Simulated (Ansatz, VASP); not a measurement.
**Si7B: VASP beside Ansatz**

```
Si B
1.0
     0.00000    3.75425    3.75425
     3.75425    0.00000    3.75425
     3.75425    3.75425    0.00000
Si B
7 1
Direct
  0.50000 0.00000 0.00000
  0.00000 0.50000 0.50000
  0.00000 0.50000 0.00000
  0.50000 0.00000 0.50000
  0.00000 0.00000 0.50000
  0.50000 0.50000 0.00000
  0.00000 0.00000 0.00000
  0.50000 0.50000 0.50000
```

Alike in both runs: functional PBE; k mesh 4 × 4 × 4; occupations gaussian, width 0.2 eV; no spin polarisation.

Ansatz relaxed the structure, and its values are those at the end. VASP's run is a single point on that final structure, the one shown.

```csv
,VASP,Ansatz
version,VASP 6.6.1,Ansatz 0.2.0
potentials or method,"VASP PAW PBE potentials, release 64 (Si, B), cutoff 500 eV","scalar-relativistic, plane waves, PAW"
valence electrons in the cell,31,31
```

```tsv
	VASP	Ansatz	Ansatz less VASP
gap on the k mesh at the Fermi level (eV)	none	none	-
pressure (GPa)	0.7	0.7	+0.05
```

A gap of «none» marks a metal or a gap that the smearing closes.

The k mesh is coarse, so the values compare programs but aren't converged.
